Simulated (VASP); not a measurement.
# Sn (Im-3m) in VASP: a series of runs, part 2 of 2

VASP 6.6.1. Earlier steps stand in the parts before.

### Step 5. Single point, LDA

This run uses another cell than the first one, of 27.89 Å³/atom, 1.079 times its volume.

INCAR reads:

```
  PREC = Accurate
  ENCUT = 500
  EDIFF = 1E-6
  ISMEAR = 1
  SIGMA = 0.15
  LREAL = F
  LASPH = T
  NELM = 120
  ALGO = Normal
  ISIF = 2
  LWAVE = F
  LCHARG = T
  GGA = CA
  LELF = T
  LVHAR = T
  NBANDS = 13
  GGA_COMPAT = F
```

KPOINTS reads:

```
regular mesh
0
Gamma
  12 12 12
```

POSCAR reads:

```
Sn
1.0
   -1.9103109911      1.9103109911      1.9103109911
    1.9103109911     -1.9103109911      1.9103109911
    1.9103109911      1.9103109911     -1.9103109911
Sn
1
Direct
    0.0000000000      0.0000000000      0.0000000000
```

Potentials or basis: VASP PAW LDA potentials, release 64 (Sn_d).

Command:

```sh
cat potpaw_LDA.64/Sn_d/POTCAR > POTCAR
mpirun -np 1 vasp_std > vasp.out
```

OUTCAR:

```text
PREC = Accurate
   ENCUT = 500
   EDIFF = 1E-6
   ISMEAR = 1
   LREAL = F
   LASPH = T
   NELM = 120
   ISIF = 2
   GGA = CA

 ion  position               nearest neighbor table
   1  0.000  0.000  0.000-

  LATTYP: Found a body centered cubic cell.
 ALAT       =     3.8206219822

  Lattice vectors:

 A1 = (  -1.9103109911,   1.9103109911,   1.9103109911)
 A2 = (   1.9103109911,  -1.9103109911,   1.9103109911)
 A3 = (   1.9103109911,   1.9103109911,  -1.9103109911)

Analysis of symmetry for initial positions (statically):
=====================================================================
 Subroutine PRICEL returns:
 Original cell was already a primitive cell.

 Routine SETGRP: Setting up the symmetry group for a
 body centered cubic supercell.

 Subroutine GETGRP returns: Found 48 space group operations
 (whereof 48 operations were pure point group operations)
 out of a pool of 48 trial point group operations.

The static configuration has the point symmetry O_h .

Analysis of symmetry for dynamics (positions and initial velocities):
=====================================================================
 Subroutine PRICEL returns:
 Original cell was already a primitive cell.

 Routine SETGRP: Setting up the symmetry group for a
 body centered cubic supercell.

 Subroutine GETGRP returns: Found 48 space group operations
 (whereof 48 operations were pure point group operations)
 out of a pool of 48 trial point group operations.

The dynamic configuration has the point symmetry O_h .

 Subroutine INISYM returns: Found 48 space group operations
 (whereof 48 operations are pure point group operations),
 and found     1 'primitive' translations

----------------------------------------------------------------------------------------

                                     Primitive cell

  volume of cell :      27.8851

  direct lattice vectors                    reciprocal lattice vectors
    -1.910310991  1.910310991  1.910310991     0.000000000  0.261737488  0.261737488
     1.910310991 -1.910310991  1.910310991     0.261737488  0.000000000  0.261737488
     1.910310991  1.910310991 -1.910310991     0.261737488  0.261737488  0.000000000

  length of vectors
     3.308755695  3.308755695  3.308755695     0.370152705  0.370152705  0.370152705

  position of ions in fractional coordinates (direct lattice)
     0.000000000  0.000000000  0.000000000

  ion indices of the primitive-cell ions
   primitive index   ion index
                 1           1

----------------------------------------------------------------------------------------

 KPOINTS: regular mesh

Automatic generation of k-mesh.
 Grid dimensions read from file:
 generate k-points for:   12   12   12

 Generating k-lattice:

  Cartesian coordinates                     Fractional coordinates (reciprocal lattice)
     0.000000000  0.021811457  0.021811457     0.083333333  0.000000000  0.000000000
     0.021811457  0.000000000  0.021811457     0.000000000  0.083333333  0.000000000
     0.021811457  0.021811457  0.000000000     0.000000000  0.000000000  0.083333333

  Length of vectors
     0.030846059  0.030846059  0.030846059

  Shift w.r.t. Gamma in fractional coordinates (k-lattice)
     0.000000000  0.000000000  0.000000000

 Subroutine IBZKPT returns following result:
 ===========================================

 Found     72 irreducible k-points:

 Following reciprocal coordinates:
            Coordinates               Weight
  0.000000  0.000000  0.000000      1.000000
  0.083333  0.000000  0.000000     12.000000
  0.166667  0.000000  0.000000     12.000000
  0.250000  0.000000  0.000000     12.000000
  0.333333  0.000000  0.000000     12.000000
  0.416667  0.000000  0.000000     12.000000
[... 16 lines left out ...]
  0.333333  0.083333  0.083333     24.000000
  0.416667  0.083333  0.083333     12.000000
 [... further k-points ...]
   k-points           NKPTS =     72   k-points in BZ     NKDIM =     72   number of bands    NBANDS=     13
   number of dos      NEDOS =    301   number of ions     NIONS =      1
   total plane-waves  NPLWV =  13824
   dimension x,y,z NGX =    24 NGY =   24 NGZ =   24
   dimension x,y,z NGXF=    48 NGYF=   48 NGZF=   48
   ions per type =               1
   NGX,Y,Z   is equivalent  to a cutoff of  12.06, 12.06, 12.06 a.u.
   NGXF,Y,Z  is equivalent  to a cutoff of  24.12, 24.12, 24.12 a.u.
 SYSTEM =  unknown system
   PREC   = accura    normal or accurate (medium, high low for compatibility)
   ISTART =      0    job   : 0-new  1-cont  2-samecut
   ICHARG =      2    charge: 1-file 2-atom 10-const
   ISPIN  =      1    spin polarized calculation?
   LNONCOLLINEAR =      F non collinear calculations
   LSORBIT =      F    spin-orbit coupling
   LASPH  =      T    aspherical Exc in radial PAW
   ENCUT  =  500.0 eV  36.75 Ry    6.06 a.u.   6.03  6.03  6.03*2*pi/ulx,y,z
   NELM   =    120;   NELMIN=  2; NELMDL= -5     # of ELM steps
   EDIFF  = 0.1E-05   stopping-criterion for ELM
   LREAL  =      F    real-space projection
[... 7 lines left out ...]
   TEBEG  =    0.0;   TEEND  =   0.0 temperature during run
   PSTRESS=    0.0 pullay stress
   NELECT =      14.0000    total number of electrons
   NUPDOWN=      -1.0000    fix difference up-down
   EMIN   =  10.00;   EMAX   =-10.00  energy-range for DOS
   EFERMI =   0.00;   METHOD = LEGACY
   ISMEAR =     1;   SIGMA  =   0.15  broadening in eV -4-tet -1-fermi 0-gaus
   EFERMI_NEDOS =   21; number of points for ismear=-14 and -15
   IALGO  =     38    algorithm
   IMIX   =      4    mixing-type and parameters
     AMIX     =   0.40;   BMIX     =  1.00
     AMIX_MAG =   1.60;   BMIX_MAG =  1.00
  volume/ion in A,a.u.               =      27.89       188.18
  Fermi-wavevector in a.u.,A,eV,Ry     =   1.301148  2.458814 23.034482  1.692987
  Thomas-Fermi vector in A             =   2.432301
   LORBIT       =      0    0 simple, 1 ext, 2 COOP (PROOUT), +10 PAW based schemes
   GGA     = CA    functional components
   LHFCALC =     F    Hartree Fock is set to
   AEXX    =    0.0000 exact exchange contribution
   IVDW    =     0    specifies the selected vdW correction
   LEPSILON=     F    determine dielectric tensor
   LRPA    =     F    only Hartree local field effects (RPA)
 non-spin polarized calculation
 Methfessel and Paxton  Order N= 1 SIGMA  =   0.15
  energy-cutoff  :      500.00
  volume of cell :       27.89
 maximum number of plane-waves:       726
   NGX = 13   NGY = 13   NGZ = 13

 number of electron      14.0000011 magnetization

 Free energy of the ion-electron system (eV)
  ---------------------------------------------------
  ext. energy  EPLUGINS =         0.00000000
  ---------------------------------------------------
  free energy    TOTEN  =        -4.40665257 eV

  energy without entropy =       -4.40710568  energy(sigma->0) =       -4.40680361

 E-fermi :   7.5284     XC(G=0): -10.4859

 val. band max:        7.5183316459   @ k =   0.2500   0.1667   0.1667
 cond. band min:       7.5766248566   @ k =  -0.3333   0.3333   0.2500
 fundamental gap:      0.0582932108
 Fermi energy:         7.5284201300

 k-point     1 :       0.0000    0.0000    0.0000
  band No.  band energies     occupation
      1     -13.9386      2.00000
      2     -13.9386      2.00000
      3     -13.9386      2.00000
      4     -13.8080      2.00000
      5     -13.8080      2.00000
      6      -3.4125      2.00000
      7      15.1038      0.00000
      8      15.1038      0.00000
      9      15.1038      0.00000
     10      19.6659      0.00000
     11      19.6659      0.00000
     12      19.6659      0.00000
     13      20.1193      0.00000

 k-point     2 :       0.0833    0.0000    0.0000
  band No.  band energies     occupation
      1     -13.9414      2.00000
      2     -13.9343      2.00000
      3     -13.9249      2.00000
      4     -13.8112      2.00000
      5     -13.8084      2.00000
      6      -3.2648      2.00000
      7      13.9099      0.00000
      8      14.5707      0.00000
      9      14.9282      0.00000
     10      18.2852      0.00000
     11      18.5937      0.00000
[... 339 lines left out ...]
 k-point    24 :       0.4167    0.0833    0.0833
  band No.  band energies     occupation
      1     -13.9685      2.00000
      2     -13.9093      2.00000
      3     -13.8150      2.00000
      4     -13.8137      2.00000
      5     -13.7518      2.00000
      6       1.2706      2.00000
      7       3.5780      2.00000
      8       9.2862     -0.00000
      9      10.8117      0.00000
     10      17.6630      0.00000
     11      18.2206      0.00000
     12      22.6457      0.00000
     13      23.6432      0.00000

 [... further k-points ...]
[... 5 lines left out ...]
  --------------------------------------------------------------------------------------
  -------------------------------------------------------------------------------------
  Total       -0.7974543     -0.7974543     -0.7974543     -0.0000000      0.0000000      0.0000000
  in kB      -45.8188512    -45.8188512    -45.8188512     -0.0000000      0.0000000      0.0000000
  external PRESSURE =     -45.8188512 kB  Pullay stress =       0.0000000 kB

 VOLUME and BASIS-vectors are now :
 -----------------------------------------------------------------------------
  energy-cutoff  :      500.00
  volume of cell :       27.89
      direct lattice vectors                 reciprocal lattice vectors
    -1.910310991  1.910310991  1.910310991     0.000000000  0.261737488  0.261737488
     1.910310991 -1.910310991  1.910310991     0.261737488  0.000000000  0.261737488
     1.910310991  1.910310991 -1.910310991     0.261737488  0.261737488  0.000000000

 POSITION                                       TOTAL-FORCE (eV/Angst)
 -----------------------------------------------------------------------------------
      0.00000      0.00000      0.00000         0.000000     -0.000000     -0.000000
 -----------------------------------------------------------------------------------
    total drift:                               -0.000000      0.000000      0.000000

  FREE ENERGIE OF THE ION-ELECTRON SYSTEM (eV)
  ---------------------------------------------------
  free  energy   TOTEN  =        -4.4066525715 eV

  energy  without entropy=       -4.4071056805  energy(sigma->0) =       -4.40680361
```

stdout:

```text
POSCAR found type information on POSCAR Sn
 POSCAR found :  1 types and       1 ions
 scaLAPACK will be used
 LDA part: xc-table for (Slater(with rela. corr.)+CA(PZ))
 , standard interpolation
 POSCAR, INCAR and KPOINTS ok, starting setup
 FFT: planning ... GRIDC
 FFT: planning ... GRID_SOFT
 FFT: planning ... GRID
 WAVECAR not read
 entering main loop
```

It took 7.6 s on 1 thread of Intel Xeon Platinum 8375C at 2.90GHz (Ice Lake), shared host; peak memory 0.14 GiB.

What came out:

- Free energy: -4.4067 eV
- Pressure: -4.6 GPa
- Band gap on the k mesh: zero (band 7 reaches 15.10 eV, above the bottom of band 8 at 5.16 eV)

Levels at points of the mesh, in eV from the Fermi level:
```csv
k point,band 5,band 6,band 7,band 8,band 9,band 10
"(0.00, 0.00, 0.00)",-21.34,-10.94,7.58,7.58,7.58,12.14
"(0.50, 0.00, 0.00)",-21.26,-6.47,-4.28,3.43,5.29,7.86
"(0.50, 0.50, 0.50)",-21.28,-2.78,-0.48,-0.48,-0.48,3.94
```

Caveat: spin-orbit coupling is left out, which moves the levels of the heavy elements.

### Step 6. Single point, LDA

This run uses another cell than the first one, of 28.57 Å³/atom, 1.105 times its volume.

INCAR reads:

```
PREC = Accurate ; ENCUT = 500
EDIFF = 1E-6 ; ISMEAR = 1
SIGMA = 0.15 ; LREAL = F
LASPH = T ; NELM = 120
ALGO = Normal ; ISIF = 2
LWAVE = F ; LCHARG = F
NBANDS = 13 ; GGA_COMPAT = F
```

KPOINTS reads:

```
Automatic mesh
0
Gamma
  12 12 12
```

POSCAR reads:

```
Sn
1.0
   -1.9257173902      1.9257173902      1.9257173902
    1.9257173902     -1.9257173902      1.9257173902
    1.9257173902      1.9257173902     -1.9257173902
Sn
1
Direct
    0.0000000000      0.0000000000      0.0000000000
```

Potentials or basis: VASP PAW LDA potentials, release 64 (Sn_d).

Command:

```sh
cat potpaw_LDA.64/Sn_d/POTCAR > POTCAR
mpirun -np 1 vasp_std > vasp.out
```

Run time: 9.2 s. Hardware: 1 thread of Intel Xeon Platinum 8375C at 2.90GHz (Ice Lake), shared host; peak memory 0.14 GiB.

It converged, with:

- Free energy: -4.3857 eV
- Pressure: -5.3 GPa
- Band gap on the k mesh: zero (band 7 reaches 14.61 eV, above the bottom of band 8 at 4.95 eV)

Levels at points of the mesh, in eV from the Fermi level:
| k point | band 5 | band 6 | band 7 | band 8 | band 9 | band 10 |
| --- | --- | --- | --- | --- | --- | --- |
| (0.00, 0.00, 0.00) | -21.34 | -10.78 | 7.36 | 7.36 | 7.36 | 12.08 |
| (0.50, 0.00, 0.00) | -21.26 | -6.45 | -4.17 | 3.35 | 5.19 | 7.72 |
| (0.50, 0.50, 0.50) | -21.28 | -2.91 | -0.46 | -0.46 | -0.46 | 3.95 |

Caveat: spin-orbit coupling is left out, which moves the levels of the heavy elements.

### Step 7. The runs side by side

| cell | gap on the mesh (eV) | pressure (GPa) |
| --- | --- | --- |
| a = 3.226 Å, angles 109.5°, 1 atom | none | -1.1 |
| a = 3.254 Å, angles 109.5°, 1 atom | none | -2.5 |
| a = 3.282 Å, angles 109.5°, 1 atom | none | -3.6 |
| a = 3.309 Å, angles 109.5°, 1 atom | none | -4.6 |
| a = 3.335 Å, angles 109.5°, 1 atom | none | -5.3 |

Alike in all rows: task single point; level LDA; potentials or basis VASP PAW LDA potentials, release 64 (Sn_d); no spin polarisation; k mesh 12 × 12 × 12; cutoff (eV) 500; smearing methfessel-paxton 0.15 eV.

Caveats: spin-orbit coupling is left out, which moves the levels of the heavy elements.

Absolute energies hang on the potentials; compare differences alone.
